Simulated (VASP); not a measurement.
# PtS2 (C2/m) in VASP: further runs

Runs on PtS2. Level: PBE. Tasks: single point.

Everything below comes from runs of VASP 6.6.1. Logs are shortened: lines on timing, memory, paths and dates and some standing lists are left out, and cuts for length are marked.

## (1) The cell of the first run

Symmetry: C2/m, No. 12, monoclinic system. The conventional cell has a = 6.137 Å, b = 3.632 Å, c = 5.039 Å, α = 90.00°, β = 90.00°, γ = 90.00°. Pt (site symmetry 2/m) has 6 S at 2.40 to 2.44 Å within 3.2 Å. S (site symmetry m) has 3 Pt at 2.40 to 2.44 Å within 3.2 Å.

## (2) Single point, PBE (strain +0.0250 x Voigt [1, 0, 0, 0, 0, 0])

File INCAR:

```
PREC = Accurate
ENCUT = 520
EDIFF = 1E-6
ISMEAR = 0
SIGMA = 0.05
LREAL = F
LASPH = T
NELM = 80
ALGO = Normal
ISIF = 2
LWAVE = F
LCHARG = F
GGA = PE
NBANDS = 18
```

File KPOINTS:

```
regular mesh
0
Gamma
  12 12 8
```

File POSCAR:

```
PtS2
1.0
    3.6317794627      0.0000000000      0.0000000000
   -1.8158897313      3.0685007567      0.0000000000
    0.0000000000      0.0000000000      5.0388000000
Pt S
1 2
Direct
    0.0000000000      0.0000000000      0.0000000000
    0.3333333333      0.6666666667      0.2500000000
    0.6666666667      0.3333333333      0.7500000000
```

Potentials or basis: VASP PAW PBE potentials, release 64 (Pt, S).

The run is started by

```console
cat potpaw_PBE.64/Pt/POTCAR potpaw_PBE.64/S/POTCAR > POTCAR
mpirun -np 1 vasp_std > vasp.out
```

OUTCAR:

```text
PREC = Accurate
   ENCUT = 520
   EDIFF = 1E-6
   ISMEAR = 0
   LREAL = F
   LASPH = T
   NELM = 80
   ISIF = 2
   GGA = PE

 ion  position               nearest neighbor table
   1  0.000  0.000  0.000-   2 2.40   3 2.40   3 2.44   2 2.44   3 2.44   2 2.44
   2  0.333  0.667  0.250-   1 2.40   1 2.44   1 2.44
   3  0.667  0.333  0.750-   1 2.40   1 2.44   1 2.44

  Warning from LATTYP: Monoclinic adjustment (A1->A3, A2->A1, A3->A2)!
  LATTYP: Found a base centered orthorhombic cell.
 ALAT       =     3.6317794627
 B/A-ratio  =     1.6898056659
 C/A-ratio  =     1.3874190467

  Lattice vectors:

 A1 = (   1.8158897313,  -3.0685007567,   0.0000000000)
 A2 = (   1.8158897314,   3.0685007567,   0.0000000000)
 A3 = (   0.0000000000,   0.0000000000,   5.0388000000)

Analysis of symmetry for initial positions (statically):
=====================================================================
 Subroutine PRICEL returns:
 Original cell was already a primitive cell.

 Routine SETGRP: Setting up the symmetry group for a
 base centered orthorhombic supercell.

 Subroutine GETGRP returns: Found  4 space group operations
 (whereof  4 operations were pure point group operations)
 out of a pool of  8 trial point group operations.

The static configuration has the point symmetry C_2h.

Analysis of symmetry for dynamics (positions and initial velocities):
=====================================================================
 Subroutine PRICEL returns:
 Original cell was already a primitive cell.

 Routine SETGRP: Setting up the symmetry group for a
 base centered orthorhombic supercell.

 Subroutine GETGRP returns: Found  4 space group operations
 (whereof  4 operations were pure point group operations)
 out of a pool of  8 trial point group operations.

The dynamic configuration has the point symmetry C_2h.

 Subroutine INISYM returns: Found  4 space group operations
 (whereof  4 operations are pure point group operations),
 and found     1 'primitive' translations

----------------------------------------------------------------------------------------

                                     Primitive cell

  volume of cell :      56.1530

  direct lattice vectors                    reciprocal lattice vectors
     3.631779463  0.000000000  0.000000000     0.275347116  0.162946025  0.000000000
    -1.815889731  3.068500757  0.000000000     0.000000000  0.325892049  0.000000000
     0.000000000  0.000000000  5.038800000     0.000000000  0.000000000  0.198459951

  length of vectors
     3.631779463  3.565550786  5.038800000     0.319949123  0.325892049  0.198459951

  position of ions in fractional coordinates (direct lattice)
     0.000000000  0.000000000  0.000000000
     0.333333333  0.666666667  0.250000000
     0.666666667  0.333333333  0.750000000

  ion indices of the primitive-cell ions
   primitive index   ion index
                 1           1
                 2           2
                 3           3

----------------------------------------------------------------------------------------

 KPOINTS: regular mesh

Automatic generation of k-mesh.
 Grid dimensions read from file:
 generate k-points for:   12   12    8

 Generating k-lattice:

  Cartesian coordinates                     Fractional coordinates (reciprocal lattice)
     0.022945593  0.013578835  0.000000000     0.083333333  0.000000000  0.000000000
     0.000000000  0.027157671  0.000000000     0.000000000  0.083333333  0.000000000
     0.000000000  0.000000000  0.024807494     0.000000000  0.000000000  0.125000000

  Length of vectors
     0.026662427  0.027157671  0.024807494

  Shift w.r.t. Gamma in fractional coordinates (k-lattice)
     0.000000000  0.000000000  0.000000000

 Subroutine IBZKPT returns following result:
 ===========================================

 Found    320 irreducible k-points:

 Following reciprocal coordinates:
            Coordinates               Weight
  0.000000  0.000000  0.000000      1.000000
  0.083333  0.000000  0.000000      4.000000
  0.166667  0.000000  0.000000      4.000000
  0.250000  0.000000  0.000000      4.000000
  0.333333  0.000000  0.000000      4.000000
  0.416667  0.000000  0.000000      4.000000
[... 16 lines left out ...]
  0.333333  0.166667  0.000000      4.000000
  0.416667  0.166667  0.000000      4.000000
 [... further k-points ...]
   k-points           NKPTS =    320   k-points in BZ     NKDIM =    320   number of bands    NBANDS=     18
   number of dos      NEDOS =    301   number of ions     NIONS =      3
   total plane-waves  NPLWV =  31360
   dimension x,y,z NGX =    28 NGY =   28 NGZ =   40
   dimension x,y,z NGXF=    56 NGYF=   56 NGZF=   80
   ions per type =               1   2
   NGX,Y,Z   is equivalent  to a cutoff of  12.82, 13.06, 13.20 a.u.
   NGXF,Y,Z  is equivalent  to a cutoff of  25.63, 26.11, 26.39 a.u.
 SYSTEM =  unknown system
   PREC   = accura    normal or accurate (medium, high low for compatibility)
   ISTART =      0    job   : 0-new  1-cont  2-samecut
   ICHARG =      2    charge: 1-file 2-atom 10-const
   ISPIN  =      1    spin polarized calculation?
   LNONCOLLINEAR =      F non collinear calculations
   LSORBIT =      F    spin-orbit coupling
   LASPH  =      T    aspherical Exc in radial PAW
   ENCUT  =  520.0 eV  38.22 Ry    6.18 a.u.   6.75  6.63  9.37*2*pi/ulx,y,z
   NELM   =     80;   NELMIN=  2; NELMDL= -5     # of ELM steps
   EDIFF  = 0.1E-05   stopping-criterion for ELM
   LREAL  =      F    real-space projection
   EDIFFG = 0.1E-04   stopping-criterion for IOM
   NSW    =      0    number of steps for IOM
   IBRION =     -1    ionic relax: 0-MD 1-quasi-New 2-CG
   NFREE  =      0    steps in history (QN), initial steepest desc. (CG)
   ISIF   =      2    stress and relaxation
   ISYM   =      2    0-nonsym 1-usesym 2-fastsym
   POTIM  = 0.5000    time-step for ionic-motion
   TEBEG  =    0.0;   TEEND  =   0.0 temperature during run
   PSTRESS=    0.0 pullay stress
   NELECT =      22.0000    total number of electrons
   NUPDOWN=      -1.0000    fix difference up-down
   EMIN   =  10.00;   EMAX   =-10.00  energy-range for DOS
   EFERMI =   0.00;   METHOD = LEGACY
   ISMEAR =     0;   SIGMA  =   0.05  broadening in eV -4-tet -1-fermi 0-gaus
   EFERMI_NEDOS =   21; number of points for ismear=-14 and -15
   IALGO  =     38    algorithm
   IMIX   =      4    mixing-type and parameters
     AMIX     =   0.40;   BMIX     =  1.00
     AMIX_MAG =   1.60;   BMIX_MAG =  1.00
  volume/ion in A,a.u.               =      18.72       126.31
  Fermi-wavevector in a.u.,A,eV,Ry     =   1.197912  2.263725 19.524255  1.434992
  Thomas-Fermi vector in A             =   2.333814
   LORBIT       =      0    0 simple, 1 ext, 2 COOP (PROOUT), +10 PAW based schemes
   GGA     = PE    functional components
   LHFCALC =     F    Hartree Fock is set to
   AEXX    =    0.0000 exact exchange contribution
   IVDW    =     0    specifies the selected vdW correction
   LEPSILON=     F    determine dielectric tensor
   LRPA    =     F    only Hartree local field effects (RPA)
 non-spin polarized calculation
 Gauss-broadening in eV      SIGMA  =   0.05
  energy-cutoff  :      520.00
  volume of cell :       56.15
 maximum number of plane-waves:      1534
   NGX = 13   NGY = 13   NGZ = 19

 number of electron      22.0000000 magnetization

 Free energy of the ion-electron system (eV)
  ---------------------------------------------------
  ext. energy  EPLUGINS =         0.00000000
  ---------------------------------------------------
  free energy    TOTEN  =       -15.36052112 eV

  energy without entropy =      -15.36052112  energy(sigma->0) =      -15.36052112

 E-fermi :   6.7502     XC(G=0): -10.5753

 val. band max:        6.5493526255   @ k =   0.0000   0.0000   0.0000
 cond. band min:       6.9777193269   @ k =   0.3333   0.3333   0.0000
 fundamental gap:      0.4283667014
 Fermi energy:         6.7502418589

 k-point     1 :       0.0000    0.0000    0.0000
  band No.  band energies     occupation
      1      -8.5270      2.00000
      2      -5.8021      2.00000
      3      -0.3172      2.00000
      4       0.2363      2.00000
      5       0.2668      2.00000
      6       2.8024      2.00000
[... 10 lines left out ...]
     17      14.6850      0.00000
     18      19.1712      0.00000

 k-point     2 :       0.0833    0.0000    0.0000
  band No.  band energies     occupation
      1      -8.4457      2.00000
      2      -5.8382      2.00000
      3      -0.2253      2.00000
      4       0.2949      2.00000
      5       0.3167      2.00000
      6       2.6902      2.00000
[... 10 lines left out ...]
     17      14.8583      0.00000
     18      17.7144      0.00000

 k-point     3 :       0.1667    0.0000    0.0000
  band No.  band energies     occupation
      1      -8.2104      2.00000
      2      -5.9370      2.00000
      3       0.0303      2.00000
      4       0.4476      2.00000
      5       0.4791      2.00000
      6       2.2642      2.00000
[... 10 lines left out ...]
     17      15.4338      0.00000
     18      16.2809      0.00000

 k-point     4 :       0.2500    0.0000    0.0000
  band No.  band energies     occupation
      1      -7.8496      2.00000
      2      -6.0758      2.00000
      3       0.3389      2.00000
      4       0.6250      2.00000
      5       0.8074      2.00000
      6       1.5533      2.00000
[... 10 lines left out ...]
     17      15.4289      0.00000
     18      15.6307      0.00000

 k-point     5 :       0.3333    0.0000    0.0000
  band No.  band energies     occupation
      1      -7.4166      2.00000
      2      -6.2341      2.00000
      3       0.2514      2.00000
      4       0.7698      2.00000
      5       1.0720      2.00000
      6       1.4458      2.00000
[... 10 lines left out ...]
     17      15.1183      0.00000
     18      15.7722      0.00000

 k-point     6 :       0.4167    0.0000    0.0000
  band No.  band energies     occupation
      1      -6.9919      2.00000
      2      -6.4119      2.00000
      3      -0.2719      2.00000
      4       0.8417      2.00000
      5       1.2935      2.00000
      6       2.0957      2.00000
[... 10 lines left out ...]
     17      14.6936      0.00000
     18      16.8704      0.00000

 k-point     7 :       0.5000    0.0000    0.0000
  band No.  band energies     occupation
      1      -6.6876      2.00000
      2      -6.6128      2.00000
      3      -0.5020      2.00000
      4       0.8590      2.00000
      5       1.4374      2.00000
      6       2.4673      2.00000
[... 10 lines left out ...]
     17      14.5383      0.00000
     18      17.6183      0.00000

 k-point     8 :       0.0000    0.0833    0.0000
  band No.  band energies     occupation
      1      -8.4412      2.00000
      2      -5.8397      2.00000
      3      -0.2189      2.00000
      4       0.2915      2.00000
      5       0.3230      2.00000
      6       2.7265      2.00000
[... 10 lines left out ...]
     17      14.5372      0.00000
     18      17.9490      0.00000
[... 229 lines left out ...]
     17      15.1798      0.00000
     18      16.4115      0.00000

 k-point    20 :       0.0833    0.1667    0.0000
  band No.  band energies     occupation
      1      -7.9638      2.00000
      2      -6.0287      2.00000
      3       0.2936      2.00000
      4       0.5776      2.00000
      5       0.6480      2.00000
      6       1.9704      2.00000
[... 10 lines left out ...]
     17      15.6304      0.00000
     18      15.7469      0.00000

 k-point    21 :       0.1667    0.1667    0.0000
  band No.  band energies     occupation
      1      -7.6201      2.00000
      2      -6.1490      2.00000
      3       0.5557      2.00000
      4       0.7712      2.00000
      5       0.8215      2.00000
      6       1.5670      2.00000
[... 10 lines left out ...]
     17      14.9648      0.00000
     18      15.7401      0.00000

 k-point    22 :       0.2500    0.1667    0.0000
  band No.  band energies     occupation
      1      -7.2180      2.00000
      2      -6.2825      2.00000
      3       0.3949      2.00000
      4       0.7259      2.00000
      5       1.1941      2.00000
      6       1.4514      2.00000
[... 10 lines left out ...]
     17      15.0134      0.00000
     18      15.8734      0.00000

 k-point    23 :       0.3333    0.1667    0.0000
  band No.  band energies     occupation
      1      -6.8397      2.00000
      2      -6.4268      2.00000
      3      -0.0857      2.00000
      4       0.6982      2.00000
      5       1.4095      2.00000
      6       1.7830      2.00000
[... 10 lines left out ...]
     17      15.8676      0.00000
     18      15.9332      0.00000

 k-point    24 :       0.4167    0.1667    0.0000
  band No.  band energies     occupation
      1      -6.6157      2.00000
      2      -6.5604      2.00000
      3      -0.2739      2.00000
      4       0.6639      2.00000
      5       1.4606      2.00000
      6       1.9882      2.00000
[... 10 lines left out ...]
     17      15.9669      0.00000
     18      16.5664      0.00000

 [... further k-points ...]
[... 5 lines left out ...]
  --------------------------------------------------------------------------------------
  -------------------------------------------------------------------------------------
  Total       -1.2544364      0.1605141     -0.7034646      0.0000000      0.3812631      0.0000000
  in kB      -35.7920358      4.5798465    -20.0715088      0.0000000     10.8783363      0.0000000
  external PRESSURE =     -17.0945661 kB  Pullay stress =       0.0000000 kB

 VOLUME and BASIS-vectors are now :
 -----------------------------------------------------------------------------
  energy-cutoff  :      520.00
  volume of cell :       56.15
      direct lattice vectors                 reciprocal lattice vectors
     3.631779463  0.000000000  0.000000000     0.275347116  0.162946025  0.000000000
    -1.815889731  3.068500757  0.000000000     0.000000000  0.325892049  0.000000000
     0.000000000  0.000000000  5.038800000     0.000000000  0.000000000  0.198459951

 POSITION                                       TOTAL-FORCE (eV/Angst)
 -----------------------------------------------------------------------------------
      0.00000      0.00000      0.00000         0.000000      0.000000      0.000000
     -0.00000      2.04567      1.25970         0.000000      0.110331     -0.605879
      1.81589      1.02283      3.77910        -0.000000     -0.110331      0.605879
 -----------------------------------------------------------------------------------
    total drift:                               -0.000000     -0.000000     -0.000000

  FREE ENERGIE OF THE ION-ELECTRON SYSTEM (eV)
  ---------------------------------------------------
  free  energy   TOTEN  =       -15.3605211229 eV

  energy  without entropy=      -15.3605211229  energy(sigma->0) =      -15.36052112
```

Run time: 4.9 min. Hardware: 1 thread of Intel Xeon 6975P-C, shared host; peak memory 0.42 GiB.

Results:

```yaml
Free_energy: -15.3605 eV
Pressure: -1.7 GPa
Largest_force: 0.616 eV/Å
Band_gap_on_the_k_mesh: 0.43 eV, indirect (least direct gap 0.75 eV)
```

Forces on the atoms (eV/Å):
```
Pt   0.000  0.000  0.000
S    0.000  0.110 -0.606
S    0.000 -0.110  0.606
```

Levels at points of the mesh, in eV from the valence-band top:
```
           k point  band 8  band 9  band 10  band 11  band 12  band 13  band 14  band 15
(0.00, 0.00, 0.00)   -2.18   -1.21    -1.11     0.00     1.62     1.69     4.47     4.99
(0.50, 0.00, 0.00)   -3.14   -3.06    -2.94    -2.55     1.12     2.31     5.33     6.44
(0.00, 0.50, 0.00)   -3.34   -3.03    -3.01    -2.49     1.24     2.24     5.11     6.18
(0.00, 0.00, 0.50)   -2.80   -1.53    -1.43    -1.33     2.27     2.34     5.49     6.72
(0.50, 0.00, 0.50)   -3.05   -2.74    -2.60    -1.45     1.31     1.86     4.89     5.33
(0.00, 0.50, 0.50)   -3.04   -2.79    -2.66    -1.47     1.23     1.95     4.79     5.22
```

Caveat: the cell differs from its parent crystal (strain +0.0250 x Voigt [1, 0, 0, 0, 0, 0]); spin-orbit coupling is left out, which moves the levels of the heavy elements. A k mesh can miss the band edges.

(Part 1 of 3 ends here.)
